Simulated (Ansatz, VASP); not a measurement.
# One calculation of HfB2, two programs

The input INCAR:

```
SYSTEM = HfB2
PREC = Accurate ; ENCUT = 520
EDIFF = 1E-6 ; ISMEAR = -1
SIGMA = 0.05 ; LREAL = .False.
LASPH = .True. ; NELM = 100
ALGO = Normal ; ISIF = 2
LWAVE = .False. ; LCHARG = .False.
GGA = PE ; NBANDS = 15
```

KPOINTS

```
regular mesh
0
Gamma
  13 13 11
  0 0 0
```

POSCAR

```
HfB2
1.0
    3.1400001005     -0.0314000010     -0.0314000010
   -1.5971932488      2.7350198554     -0.0114931980
   -0.0348000000     -0.0348000000      3.4800000000
Hf B
1 2
Direct
    0.0000000000      0.0000000000      0.0000000000
    0.3333333333      0.6666666667      0.5000000000
    0.6666666667      0.3333333333      0.5000000000
```

Input for Ansatz:

```yaml
crystal:
  lattice:
    - [3.1400001005, -0.031400001, -0.031400001]
    - [-1.5971932488, 2.7350198554, -0.011493198]
    - [-0.0348, -0.0348, 3.48]
  atoms:
    - { symbol: Hf, position: [0.0, 0.0, 0.0] }
    - { symbol: B, position: [0.3333333333, 0.6666666667, 0.5] }
    - { symbol: B, position: [0.6666666667, 0.3333333333, 0.5] }
kpoints:
  mp_grid: { grid: [13, 13, 11] }
  band_path:
    path:
      - [0.0, 0.0, 0.0]
      - [0.0, 0.0, 0.5]
      - [-0.5, 0.5, 0.0]
      - [0.0, 0.0, 0.0]
      - [0.0, -0.5, 0.0]
      - [-0.5, 0.0, 0.5]
      - [0.0, 0.0, 0.0]
      - [-0.5, 0.0, 0.0]
      - [0.0, -0.5, 0.5]
    npoints: 5
scf:
  occupations: { method: fermi_dirac, width: 0.05 }
hamiltonian:
  xc: pbe
  pseudopotentials: { kind: all_electron, lapw: { basis_error: 0.0005 } }
output:
  forces: true
  stress: true
  eigenvalues: true
```

Change from the starting cell: equal xy, yz and zx shear strains of -2 %.

Alike in both runs: task single point; functional PBE; k mesh 13 × 13 × 11; occupations fermi-dirac, width 0.05 eV; no spin polarisation.

|  | VASP | Ansatz |
| --- | --- | --- |
| version | VASP 6.6.1 | Ansatz 0.2.0 |
| potentials or method | VASP PAW PBE potentials, release 64 (Hf_pv, B), cutoff 520 eV | all-electron LAPW, scalar-relativistic |

Ansatz gave:

- pressure (GPa): 1.8
- traceless stress, the component that is largest in VASP (GPa): 5.56
- rms of the force components (eV/Å): 0.015

Task: Estimate VASP's values.

Result: Pressure (GPa): 1.4; traceless stress, the component that is largest in VASP (GPa): 5.59; rms of the force components (eV/Å): 0.015.

Atom by atom the forces differ by 0.000 eV/Å (rms over components). Ansatz ran all-electron here, and VASP with PAW potentials.

Spin-orbit coupling is off throughout.
